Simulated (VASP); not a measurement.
Here is a VASP 6.6.1 calculation.

INCAR

```
SYSTEM = GaP3
  PREC = Accurate
  ENCUT = 520
  EDIFF = 1E-6
  ISMEAR = 0
  SIGMA = 0.1
  LREAL = .False.
  LASPH = .True.
  NELM = 60
  ALGO = Normal
  ISIF = 2
  LWAVE = .False.
  LCHARG = .True.
  GGA = PE
  LELF = .True.
  LVHAR = .True.
  NBANDS = 22
```

The input KPOINTS:

```
regular mesh
0
Gamma
  4 4 4
  0 0 0
```

The input POSCAR:

```
GaP3
1.0
    4.0756470366      0.0000000000      0.0000000000
    0.0000000000      4.0756470366      0.0000000000
    0.0000000000      0.0000000000      4.0756470366
Ga P
1 3
Direct
    0.0000000000      0.0000000000      0.0000000000
    0.0000000000      0.5000000000      0.5000000000
    0.5000000000      0.0000000000      0.5000000000
    0.5000000000      0.5000000000      0.0000000000
```

Potentials or basis: VASP PAW PBE potentials, release 64 (Ga_d, P).

Launch:

```console
$ cat potpaw_PBE.64/Ga_d/POTCAR potpaw_PBE.64/P/POTCAR > POTCAR
$ mpirun -np 1 vasp_std > vasp.out
```

Task: Predict the pressure.

Result: -2.9 GPa.

Task: Estimate the band gap on the k mesh.

Result: Zero (bands 14 and 15 overlap by 5.45 eV).

Caveat: the k points lie up to 0.39 Å⁻¹ apart, too coarse for converged energies and pressures of a metal.
